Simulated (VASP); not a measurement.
# Zr (Fd-3m) in VASP: further runs, part 2 of 2

VASP 6.6.1. Earlier steps stand in the parts before.

### 3 Single point, LDA

INCAR reads:

```
SYSTEM = Zr
PREC = Accurate
ENCUT = 520
EDIFF = 1E-6
ISMEAR = -1
SIGMA = 0.08
LREAL = .False.
LASPH = .True.
NELM = 100
ALGO = Normal
ISIF = 2
LWAVE = .False.
LCHARG = .True.
LELF = .True.
LVHAR = .True.
NBANDS = 19
```

KPOINTS reads:

```
regular mesh
0
Gamma
  12 12 12
  0 0 0
```

POSCAR reads:

```
Zr
1.0
    0.0000000000      2.5879329448      2.5879329448
    2.5879329448      0.0000000000      2.5879329448
    2.5879329448      2.5879329448      0.0000000000
Zr
2
Direct
   -0.1250000000     -0.1250000000     -0.1250000000
    0.1250000000      0.1250000000      0.1250000000
```

Potentials or basis: VASP PAW LDA potentials, release 64 (Zr_sv).

On the command line:

```console
> cat potpaw_LDA.64/Zr_sv/POTCAR > POTCAR
> mpirun -np 1 vasp_std > vasp.out
```

OUTCAR:

```text
SYSTEM = Zr
   PREC = Accurate
   ENCUT = 520
   EDIFF = 1E-6
   ISMEAR = -1
   LREAL = .False.
   LASPH = .True.
   NELM = 100
   ISIF = 2

 ion  position               nearest neighbor table
   1  0.875  0.875  0.875-   2 2.24   2 2.24   2 2.24   2 2.24
   2  0.125  0.125  0.125-   1 2.24   1 2.24   1 2.24   1 2.24

  LATTYP: Found a face centered cubic cell.
 ALAT       =     5.1758658896

  Lattice vectors:

 A1 = (   0.0000000000,   2.5879329448,   2.5879329448)
 A2 = (   2.5879329448,   0.0000000000,   2.5879329448)
 A3 = (   2.5879329448,   2.5879329448,   0.0000000000)

Analysis of symmetry for initial positions (statically):
=====================================================================
 Subroutine PRICEL returns:
 Original cell was already a primitive cell.

 Routine SETGRP: Setting up the symmetry group for a
 face centered cubic supercell.

 Subroutine GETGRP returns: Found 48 space group operations
 (whereof 12 operations were pure point group operations)
 out of a pool of 48 trial point group operations.

The static configuration has the point symmetry D_3d.
 The point group associated with its full space group is O_h .

Analysis of symmetry for dynamics (positions and initial velocities):
=====================================================================
 Subroutine PRICEL returns:
 Original cell was already a primitive cell.

 Routine SETGRP: Setting up the symmetry group for a
 face centered cubic supercell.

 Subroutine GETGRP returns: Found 48 space group operations
 (whereof 12 operations were pure point group operations)
 out of a pool of 48 trial point group operations.

The dynamic configuration has the point symmetry D_3d.
 The point group associated with its full space group is O_h .

 Subroutine INISYM returns: Found 48 space group operations
[... 104 lines left out ...]
   ISYM   =      2    0-nonsym 1-usesym 2-fastsym
   POTIM  = 0.5000    time-step for ionic-motion
   TEBEG  =    0.0;   TEEND  =   0.0 temperature during run
   PSTRESS=    0.0 pullay stress
   NELECT =      24.0000    total number of electrons
   NUPDOWN=      -1.0000    fix difference up-down
   EMIN   =  10.00;   EMAX   =-10.00  energy-range for DOS
   EFERMI =   0.00;   METHOD = LEGACY
   ISMEAR =    -1;   SIGMA  =   0.08  broadening in eV -4-tet -1-fermi 0-gaus
   EFERMI_NEDOS =   21; number of points for ismear=-14 and -15
   IALGO  =     38    algorithm
   IMIX   =      4    mixing-type and parameters
     AMIX     =   0.40;   BMIX     =  1.00
     AMIX_MAG =   1.60;   BMIX_MAG =  1.00
  volume/ion in A,a.u.               =      17.33       116.96
  Fermi-wavevector in a.u.,A,eV,Ry     =   1.448268  2.736829 28.537945  2.097480
  Thomas-Fermi vector in A             =   2.566128
   LORBIT       =      0    0 simple, 1 ext, 2 COOP (PROOUT), +10 PAW based schemes
   GGA     = CA    functional components
   LHFCALC =     F    Hartree Fock is set to
   AEXX    =    0.0000 exact exchange contribution
   IVDW    =     0    specifies the selected vdW correction
   LEPSILON=     F    determine dielectric tensor
   LRPA    =     F    only Hartree local field effects (RPA)
 non-spin polarized calculation
  energy-cutoff  :      520.00
  volume of cell :       34.66
 maximum number of plane-waves:       950
   NGX = 13   NGY = 13   NGZ = 13

 number of electron      24.0000000 magnetization

 Free energy of the ion-electron system (eV)
  ---------------------------------------------------
  ext. energy  EPLUGINS =         0.00000000
  ---------------------------------------------------
  free energy    TOTEN  =       -11.55362261 eV

  energy without entropy =      -11.49118554  energy(sigma->0) =      -11.52240408

 E-fermi :  12.2312     XC(G=0): -12.3664

 val. band max:       12.2220072282   @ k =  -0.3333   0.2500   0.0833
 cond. band min:      12.2325380252   @ k =   0.0833   0.0833   0.0000
 fundamental gap:      0.0105307970
 Fermi energy:        12.2312131728

 k-point     1 :       0.0000    0.0000    0.0000
  band No.  band energies     occupation
      1     -37.7127      2.00000
      2     -34.4498      2.00000
      3     -16.3527      2.00000
      4     -16.3527      2.00000
      5     -16.3527      2.00000
      6     -13.0962      2.00000
[... 505 lines left out ...]
      6     -13.1556      2.00000
[... 11 lines left out ...]
     18      18.7102      0.00000
     19      20.1192      0.00000

 [... further k-points ...]
[... 5 lines left out ...]
  --------------------------------------------------------------------------------------
  -------------------------------------------------------------------------------------
  Total       12.6468686     12.6468686     12.6468686     -0.0000000      0.0000000     -0.0000000
  in kB      584.5269423    584.5269423    584.5269423     -0.0000000      0.0000000     -0.0000000
  external PRESSURE =     584.5269423 kB  Pullay stress =       0.0000000 kB

 VOLUME and BASIS-vectors are now :
 -----------------------------------------------------------------------------
  energy-cutoff  :      520.00
  volume of cell :       34.66
      direct lattice vectors                 reciprocal lattice vectors
     0.000000000  2.587932945  2.587932945    -0.193204388  0.193204388  0.193204388
     2.587932945  0.000000000  2.587932945     0.193204388 -0.193204388  0.193204388
     2.587932945  2.587932945  0.000000000     0.193204388  0.193204388 -0.193204388

 POSITION                                       TOTAL-FORCE (eV/Angst)
 -----------------------------------------------------------------------------------
      4.52888      4.52888      4.52888        -0.000000     -0.000000     -0.000000
      0.64698      0.64698      0.64698         0.000000      0.000000      0.000000
 -----------------------------------------------------------------------------------
    total drift:                                0.000000     -0.000000     -0.000000

  FREE ENERGIE OF THE ION-ELECTRON SYSTEM (eV)
  ---------------------------------------------------
  free  energy   TOTEN  =       -11.5536226112 eV

  energy  without entropy=      -11.4911855406  energy(sigma->0) =      -11.52240408
```

OSZICAR:

```text
N       E                     dE             d eps       ncg     rms          rms(c)
DAV:   1     0.238363261621E+03    0.23836E+03   -0.13645E+04  2736   0.129E+03
DAV:   2     0.229638738921E+01   -0.23607E+03   -0.23126E+03  3136   0.393E+02
DAV:   3    -0.115053943443E+02   -0.13802E+02   -0.13536E+02  5116   0.743E+01
DAV:   4    -0.116992026992E+02   -0.19381E+00   -0.19031E+00  3263   0.842E+00
DAV:   5    -0.117039116772E+02   -0.47090E-02   -0.46365E-02  3637   0.923E-01    0.425E+01
DAV:   6    -0.115737907973E+02    0.13012E+00   -0.12737E-01  4493   0.272E+00    0.239E+01
DAV:   7    -0.115526997917E+02    0.21091E-01   -0.18082E-01  4476   0.278E+00    0.994E-01
DAV:   8    -0.115536800672E+02   -0.98028E-03   -0.12063E-02  3228   0.112E+00    0.146E-01
DAV:   9    -0.115536325780E+02    0.47489E-04   -0.72301E-04  3820   0.187E-01    0.197E-02
DAV:  10    -0.115536231330E+02    0.94450E-05   -0.30250E-05  3555   0.462E-02    0.148E-02
DAV:  11    -0.115536226112E+02    0.52181E-06   -0.27594E-06  3148   0.153E-02
   1 F= -.11553623E+02 E0= -.11522404E+02  d E =-.624371E-01
```

Run time: 20 s. Hardware: 1 thread of Intel Xeon 6975P-C (Granite Rapids), shared host; peak memory 0.16 GiB.

Results:

| Item | Value |
| --- | --- |
| Free energy | -11.5536 eV |
| Pressure | 58.5 GPa |
| Band gap on the k mesh | zero (bands 12 and 13 overlap by 2.46 eV) |

Caveat: the cell stands under pressure.

### 4 Relaxation of cell and atoms, LDA, target pressure 57 GPa, at which the enthalpy is minimised

INCAR reads:

```
SYSTEM = Zr
PREC     = Accurate       ! precision mode
ENCUT    = 600            ! plane-wave cutoff, eV
EDIFF    = 1E-6           ! SCF threshold, eV
ISMEAR   = -1             ! smearing method
SIGMA    = 0.08           ! smearing width, eV
LREAL    = .FALSE.        ! projectors in reciprocal space
LASPH    = .TRUE.         ! aspherical terms in the spheres
NELM     = 100            ! most SCF steps
ALGO     = Normal         ! electronic algorithm
ISIF     = 3              ! what is computed and relaxed
LWAVE    = .FALSE.        ! write WAVECAR
LCHARG   = .FALSE.        ! write CHGCAR
GGA      = CA             ! functional
IBRION   = 2              ! ionic algorithm
NSW      = 32             ! ionic steps
EDIFFG   = -0.005         ! ionic threshold
PSTRESS  = 570.0
```

KPOINTS reads:

```
regular mesh
0
G
  12 12 12
  0 0 0
```

POSCAR reads:

```
Zr
1.0
    0.0000000000      2.5872999853      2.5872999853
    2.5872999853      0.0000000000      2.5872999853
    2.5872999853      2.5872999853      0.0000000000
Zr
2
Direct
   -0.1250000000     -0.1250000000     -0.1250000000
    0.1250000000      0.1250000000      0.1250000000
```

On the command line:

```console
> cat potpaw_LDA.64/Zr_sv/POTCAR > POTCAR
> mpirun -np 1 vasp_std > vasp.out
```

It took 48 s on 1 thread of Intel Xeon 6975P-C (Granite Rapids), shared host; peak memory 0.17 GiB.

Results (log left out):

```
Free energy                                                : -11.6208 eV
Relaxed volume                                             : 17.42 Å³/atom
Relaxed cell                                               : a = 3.666 Å, b = 3.666 Å, c = 3.666 Å, α = 60.00°, β = 60.00°, γ = 60.00°
Space group after relaxing (to 0.1 Å)                      : Fd-3m (No. 227)
Energy change on relaxing (the run minimises the enthalpy) : -37.8 meV/atom
Ionic steps                                                : 3
Pressure after relaxing                                    : 57.0 GPa
Band gap on the k mesh                                     : zero (bands 12 and 13 overlap by 2.43 eV)
```

The path:
| step | energy change (eV) | largest force (eV/Å) | pressure (GPa) | volume (Å³) |
| --- | --- | --- | --- | --- |
| 1 | 0.0000 | 0.0000 | 58.68 | 34.64 |
| 2 | -0.3159 | 0.0000 | 51.51 | 35.56 |
| 3 | -0.0756 | 0.0000 | 56.98 | 34.85 |

Final structure:
```xyz
2
Lattice="0.0000 2.5925 2.5925 2.5925 0.0000 2.5925 2.5925 2.5925 0.0000" Properties=species:S:1:pos:R:3 pbc="T T T"
Zr    4.5369    4.5369    4.5369
Zr    0.6481    0.6481    0.6481
```

Levels at points of the mesh, in eV from the Fermi level:
```
           k point  band 9  band 10  band 11  band 12  band 13  band 14  band 15  band 16
(0.00, 0.00, 0.00)   -5.13    -2.87    -2.87    -0.03    -0.03    -0.03     3.99     3.99
(0.50, 0.00, 0.00)   -3.15    -2.46    -2.46    -1.33    -1.09    -1.09     2.99     5.90
(0.50, 0.50, 0.00)   -4.37    -4.37    -1.09    -1.09     1.52     1.52     3.45     3.45
```

Caveat: the cell is relaxed towards a set pressure, so the run minimises the enthalpy, not the energy.

### 5 Relaxation of cell and atoms, LDA, target pressure 57 GPa, at which the enthalpy is minimised

This run uses another cell than the first one, of 17.65 Å³/atom.

INCAR reads:

```
ALGO = Normal
EDIFF = 1E-6
EDIFFG = -0.005
ENCUT = 600
IBRION = 2
ISIF = 3
ISMEAR = -1
LASPH = True
LCHARG = False
LREAL = False
LWAVE = False
NELM = 100
NSW = 60
PREC = Accurate
PSTRESS = 570.0
SIGMA = 0.08
```

KPOINTS reads:

```
k-points
0
Gamma
  12 12 12
```

POSCAR reads:

```
Zr
1.0
    0.0000000000      2.6036498629      2.6036498629
    2.6036498629      0.0000000000      2.6036498629
    2.6036498629      2.6036498629      0.0000000000
Zr
2
Direct
   -0.1250000000     -0.1250000000     -0.1250000000
    0.1250000000      0.1250000000      0.1250000000
```

On the command line:

```console
> cat potpaw_LDA.64/Zr_sv/POTCAR > POTCAR
> mpirun -np 1 vasp_std > vasp.out
```

Run time: 50 s. Hardware: 1 thread of Intel Xeon 6975P-C (Granite Rapids), shared host; peak memory 0.17 GiB.

Results (log left out):

- Free energy: -11.6244 eV
- Relaxed volume: 17.43 Å³/atom
- Relaxed cell: a = 3.667 Å, b = 3.667 Å, c = 3.667 Å, α = 60.00°, β = 60.00°, γ = 60.00°
- Space group after relaxing (to 0.1 Å): Fd-3m (No. 227)
- Energy change on relaxing (the run minimises the enthalpy): +76.2 meV/atom
- Ionic steps: 3
- Pressure after relaxing: 57.0 GPa
- Band gap on the k mesh: zero (bands 12 and 13 overlap by 2.42 eV)

The path:
| step | energy change (eV) | largest force (eV/Å) | pressure (GPa) | volume (Å³) |
| --- | --- | --- | --- | --- |
| 1 | 0.0000 | 0.0000 | 53.40 | 35.30 |
| 2 | 0.7658 | 0.0000 | 70.96 | 33.31 |
| 3 | 0.1523 | 0.0000 | 56.97 | 34.86 |

Final structure:
```
CELL_PARAMETERS angstrom
0.00000 2.59273 2.59273
2.59273 0.00000 2.59273
2.59273 2.59273 0.00000
ATOMIC_POSITIONS crystal
Zr 0.87500 0.87500 0.87500
Zr 0.12500 0.12500 0.12500
```

Levels at points of the mesh, in eV from the Fermi level:
```csv
k point,band 8,band 9,band 10,band 11,band 12,band 13,band 14,band 15,band 16
"(0.00, 0.00, 0.00)",-25.33,-5.13,-2.87,-2.87,-0.03,-0.03,-0.03,3.99,3.99
"(0.50, 0.00, 0.00)",-24.69,-3.15,-2.45,-2.45,-1.34,-1.09,-1.09,2.98,5.90
"(0.50, 0.50, 0.00)",-23.99,-4.36,-4.36,-1.09,-1.09,1.52,1.52,3.45,3.45
```

Caveat: the cell is relaxed towards a set pressure, so the run minimises the enthalpy, not the energy.

### 6 Overview

```csv
task,cell,cutoff (eV),gap on the mesh (eV),pressure (GPa)
single point,"a = 3.659 Å, angles 60.0°, 2 atoms",520,none,58.7
single point,"a = 3.660 Å, angles 60.0°, 2 atoms",520,none,58.5
relaxation of cell and atoms,"relaxed to 57 GPa from a = 3.659 Å, angles 60.0°, 2 atoms",600,none,57.0
relaxation of cell and atoms,"relaxed to 57 GPa from a = 3.682 Å, angles 60.0°, 2 atoms",600,none,57.0
```

Alike in all rows: level LDA; potentials or basis VASP PAW LDA potentials, release 64 (Zr_sv); no spin polarisation; k mesh 12 × 12 × 12; smearing fermi-dirac 0.08 eV.

Caveats: the cell stands under pressure (at least some runs); the cell is relaxed towards a set pressure, so the run minimises the enthalpy, not the energy (at least some runs).

Absolute energies hang on the potentials; compare differences alone.
